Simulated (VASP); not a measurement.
Se, 4 atoms in the cell. The structure is hexagonal, space group P6_3mc (No. 186). Conventional cell: a = 4.305 Å, b = 4.305 Å, c = 8.792 Å, α = 90.00°, β = 90.00°, γ = 120.00°. Se (site symmetry 3m) has 3 Se at 2.58 Å within 3.4 Å. Se (site symmetry 3m) has 3 Se at 2.58 Å within 3.4 Å. 

```yaml
Program: VASP 6.6.1
Task: single point
Functional: PBE
Potentials_or_basis: VASP PAW PBE potentials, release 64 (Se)
Cutoff: 520 eV
k_mesh: 6 × 6 × 2
Occupations: gaussian, width 0.1 eV
Spin: no spin polarisation
Dipole_correction: no
Further_INCAR_settings: ALGO = Normal; EDIFF = 1e-06; NBANDS = 20
```

Potentials or basis: VASP PAW PBE potentials, release 64 (Se).

Command:

```bash
$ cat potpaw_PBE.64/Se/POTCAR > POTCAR
$ mpirun -np 1 vasp_std > vasp.out
```

Hardware: 1 thread of AMD EPYC 7R13, on a shared host.

Task: How long does it take, and how much memory?

Result: Wall time 65 s on 1 thread of AMD EPYC 7R13, on a shared host, peak memory 0.21 GiB. Counts: scf iterations 13, k points 14.
